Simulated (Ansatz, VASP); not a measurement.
Two plane-wave programs on MnO2

File POSCAR:

```
MnO2
1.0
    2.8565781804      0.0000000000      0.0000000000
   -1.4282890902      2.4738692722      0.0000000000
    0.0000000000      0.0000000000      4.6013740589
Mn O
1 2
Direct
    0.0000000000      0.0000000000      0.5000000000
    0.3333333333      0.6666666667      0.7062925700
    0.6666666667      0.3333333333      0.2937074300
```

File INCAR.step1:

```
ALGO = Normal
EDIFF = 1E-5
ENCUT = 660
GGA = PE
GGA_COMPAT = F
ISMEAR = -1
ISPIN = 2
LASPH = T
LCHARG = F
LMAXMIX = 4
LREAL = F
LWAVE = T
MAGMOM = 4 0 0
NBANDS = 24
NELM = 200
PREC = Accurate
SIGMA = 0.05
```

Contents of INCAR.step2:

```
ALGO = Normal
EDIFF = 1E-6
ENCUT = 660
GGA_COMPAT = F
ISIF = 2
ISMEAR = -1
ISPIN = 2
ISTART = 1
LASPH = T
LCHARG = F
LMAXMIX = 4
LMIXTAU = T
LORBIT = 11
LREAL = F
LWAVE = F
MAGMOM = 4 0 0
METAGGA = R2SCAN
NBANDS = 24
NELM = 200
PREC = Accurate
SIGMA = 0.05
```

KPOINTS

```
k-points
0
Gamma
  6 6 4
```

File input.yaml:

```yaml
crystal:
  lattice:
    - [2.8565781804, 0.0, 0.0]
    - [-1.4282890902, 2.4738692722, 0.0]
    - [0.0, 0.0, 4.6013740589]
  atoms:
    - { symbol: Mn, position: [0.0, 0.0, 0.5], spin: 4.0 }
    - { symbol: O, position: [0.3333333333, 0.6666666667, 0.70629257] }
    - { symbol: O, position: [0.6666666667, 0.3333333333, 0.29370743] }
hamiltonian:
  xc: r2scan
  pseudopotentials: { kind: paw }
magnetization:
  spin_polarized: true
kpoints:
  mp_grid: { grid: [6, 6, 4] }
scf:
  occupations: { method: fermi_dirac, width: 0.05 }
output:
  forces: true
  stress: true
  eigenvalues: true
```

Alike in both runs: task single point; functional r2SCAN; k mesh 6 × 6 × 4; occupations fermi-dirac, width 0.05 eV; collinear spin.

|  | VASP | Ansatz |
| --- | --- | --- |
| version | VASP 6.6.1 | Ansatz 0.2.0 |
| potentials or method | VASP PAW PBE potentials, release 64 (Mn_sv, O) | Ansatz PAW |
| plane-wave cutoff (eV) | 660 | 500 |
| valence electrons in the cell | 27 | 27 |

VASP gave:

- gap on the k mesh at the Fermi level (eV): 1.94
- least direct gap on the mesh (eV): 2.01
- pressure (GPa): -1.3
- traceless stress, the component that is largest in VASP (GPa): 0.09
- rms of the force components (eV/Å): 0.040
- net moment per atom (μB): 1.00
- size of the moment on the site where the two differ most (μB): 2.83

What did Ansatz give for the same quantities?

gap on the k mesh at the Fermi level (eV): 1.94; least direct gap on the mesh (eV): 2.02; pressure (GPa): -0.7; traceless stress, the component that is largest in VASP (GPa): 0.39; rms of the force components (eV/Å): 0.038; net moment per atom (μB): 1.00; size of the moment on the site where the two differ most (μB): 2.59.

VASP's potentials were made for PBE, not for r2SCAN. Site moments also hang on the region over which each program counts them. Atom by atom the forces differ by 0.002 eV/Å (rms over components).

The k mesh is coarse, so the values compare programs but aren't converged. Noted on Ansatz's run: the magnetic or orbital state may not be the lowest.
